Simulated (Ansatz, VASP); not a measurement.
## K: VASP beside Ansatz

```
CELL_PARAMETERS angstrom
-2.76374 2.76374 2.34918
2.76374 -2.76374 2.34918
2.76374 2.76374 -2.34918
ATOMIC_POSITIONS crystal
K 0.00000 0.00000 0.00000
```

Alike in both runs: task single point; functional LDA; k mesh 14 × 14 × 14; occupations gaussian, width 0.15 eV; no spin polarisation.

|  | VASP | Ansatz |
| --- | --- | --- |
| version | VASP 6.6.1 | Ansatz 0.2.0 |
| potentials or method | VASP PAW LDA potentials, release 64 (K_sv), cutoff 520 eV | scalar-relativistic, plane waves, PAW |
| valence electrons in the cell | 9 | 9 |

|  | VASP | Ansatz | Ansatz less VASP |
| --- | --- | --- | --- |
| gap on the k mesh at the Fermi level (eV) | none | none | - |
| pressure (GPa) | -0.4 | -0.4 | +0.01 |
| traceless stress, the component that is largest in VASP (GPa) | 0.16 | 0.16 | 0.000 |

LDA's correlation is that of Perdew and Zunger in VASP and of Perdew and Wang (1992) in Ansatz. A gap of «none» marks a metal or a gap that the smearing closes.
